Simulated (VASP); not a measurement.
# Zn6In6Ga5O24 (a cell with a defect): single point with PBE

The system is Zn6In6Ga5O24 (a cell with a defect).

```
Zn In Ga O
1.0
     0.00000    5.82082    0.00000
     0.00000   -1.94027    8.71340
    10.08196    0.00000    0.00000
Zn In Ga O
6 6 5 24
Cartesian
  3.4019 0.0037 5.5527
  1.6796 2.9090 5.5129
  6.7205 -0.0049 5.7827
  5.0754 2.9181 5.7595
  -0.0429 0.0034 5.5520
  8.3654 2.9179 5.7586
  3.3583 -0.0046 -0.0031
  1.6791 2.8704 -0.1153
  6.7209 0.0016 0.1590
  5.0346 2.9056 0.0942
  0.0013 -0.0052 -0.0040
  8.4068 2.9052 0.0937
  5.0442 0.9769 3.1490
  3.3482 3.8852 3.0994
  8.3965 0.9768 3.1488
  6.7203 3.8938 3.1526
  0.0106 3.8851 3.0992
  3.4589 0.0013 7.5971
  1.6795 2.8711 7.5545
  6.7206 -0.0212 7.7708
  5.0699 2.9105 7.7511
  -0.0991 0.0010 7.5967
  8.3711 2.9101 7.7505
  1.6798 0.9579 0.8805
  4.9891 0.9635 1.1725
  3.3060 3.8753 1.1183
  8.4525 0.9634 1.1721
  6.7210 3.8668 1.1800
  0.0531 3.8751 1.1179
  3.5142 -0.0837 3.4108
  1.6794 3.0753 3.4028
  6.7204 0.0169 3.1317
  5.0379 2.9112 3.1594
  -0.1555 -0.0839 3.4103
  8.4027 2.9112 3.1603
  1.6792 0.9517 5.5492
  5.1125 1.0196 5.1958
  3.4127 3.8437 5.2375
  8.3281 1.0194 5.1955
  6.7200 3.9088 5.1521
  -0.0536 3.8435 5.2375
```

```json
{
  "Program": "VASP 6.6.1",
  "Task": "single point",
  "Functional": "PBE",
  "Potentials or basis": "VASP PAW PBE potentials, release 64 (Zn, In_d, Ga_d, O)",
  "Cutoff": "520 eV",
  "k mesh": "2 × 2 × 1",
  "Occupations": "gaussian, width 0.05 eV",
  "Spin": "collinear spin"
}
```

The pressure is 0.4 GPa, the largest force is 0.053 eV/Å and the band gap on the k mesh is zero (filled and empty bands overlap). The net moment is 3.00 μB per cell. The site moments are Zn +0.09, +0.10, +0.01, +0.02 (each value once); In -0.00, -0.01 (each value once); Ga -0.00, -0.01 (each value once); O +0.10, +0.20, +0.01, +0.02, +0.03, +0.00, +0.23, +0.19, +0.41, +0.08, +0.15 (each value once) μB and the valence electrons inside the program's atomic spheres are Zn 10.75, 10.77, 10.78, 10.79 (each value once); In 11.29, 11.26, 11.28 (each value once); Ga 11.67, 11.65, 11.62 (each value once); O 4.97, 4.95, 5.00, 5.01, 4.99, 5.02, 4.98, 5.05, 5.04, 4.93 (each value once).

Forces in eV/Å, atoms in the order of the input:
```
Zn   0.011  0.005  0.003
Zn   0.000 -0.003  0.005
Zn  -0.001 -0.003  0.008
Zn   0.010  0.002  0.004
Zn  -0.014  0.005  0.004
Zn  -0.013  0.002  0.005
In   0.050 -0.011 -0.005
In   0.011  0.019 -0.008
In  -0.010  0.013 -0.010
In  -0.009  0.007  0.014
In  -0.043 -0.016 -0.014
In   0.021  0.000  0.025
Ga   0.006  0.032 -0.020
Ga   0.018 -0.028 -0.034
Ga  -0.004  0.028 -0.017
Ga  -0.003 -0.011 -0.019
Ga  -0.020 -0.025 -0.033
O   -0.016 -0.005  0.027
O    0.000  0.007  0.011
O    0.003 -0.002  0.014
O   -0.005 -0.006  0.010
O    0.008 -0.004  0.027
O    0.002 -0.003  0.015
O   -0.004  0.011  0.052
O   -0.004 -0.015 -0.012
O   -0.012 -0.001 -0.014
O    0.001 -0.016 -0.014
O    0.002  0.002 -0.014
O    0.005 -0.001 -0.009
O   -0.029  0.018 -0.001
O    0.000 -0.025 -0.009
O   -0.001 -0.003  0.003
O   -0.005  0.009  0.017
O    0.030  0.017  0.000
O    0.005  0.008  0.016
O    0.007 -0.007  0.010
O    0.004 -0.015 -0.017
O   -0.012  0.009 -0.006
O   -0.001 -0.020 -0.014
O    0.004  0.016  0.012
O    0.007  0.010 -0.009
```

Stress tensor (GPa, compression positive):
```
 1.53  0.01  0.00
 0.01  0.84 -0.25
 0.00 -0.25 -1.29
```

Levels at points of the mesh, in eV from the Fermi level:
Spin up:
| k point | band 178 | band 179 | band 180 | band 181 | band 182 | band 183 | band 184 | band 185 |
| --- | --- | --- | --- | --- | --- | --- | --- | --- |
| (0.00, 0.00, 0.00) | -0.37 | -0.33 | -0.24 | -0.21 | 1.42 | 4.21 | 4.29 | 4.56 |
| (0.50, 0.00, 0.00) | -0.39 | -0.35 | -0.32 | -0.31 | 3.70 | 3.95 | 4.92 | 5.04 |
| (0.00, 0.50, 0.00) | -0.29 | -0.28 | -0.23 | -0.20 | 2.53 | 3.10 | 4.52 | 4.53 |
| (0.50, 0.50, 0.00) | -0.48 | -0.40 | -0.39 | -0.31 | 3.95 | 4.07 | 4.67 | 4.91 |
Spin down:
```tsv
k point	band 175	band 176	band 177	band 178	band 179	band 180	band 181	band 182
(0.00, 0.00, 0.00)	-0.22	-0.17	-0.03	-0.03	0.07	0.08	0.13	1.47
(0.50, 0.00, 0.00)	-0.35	-0.32	-0.29	-0.03	0.04	0.08	0.21	3.77
(0.00, 0.50, 0.00)	-0.32	-0.13	-0.03	-0.02	0.11	0.17	0.19	2.65
(0.50, 0.50, 0.00)	-0.39	-0.36	-0.30	-0.09	-0.04	0.09	0.14	4.01
```

Run time: 21 min on 4 MPI ranks on Intel(R) Xeon(R) Platinum 8259CL CPU @ 2.50GHz (Skylake/Cascade Lake) (shared host), peak memory 0.4 GiB a rank.

Caveat: the k points lie up to 0.62 Å⁻¹ apart; spin-orbit coupling is left out, which moves the levels of the heavy elements.
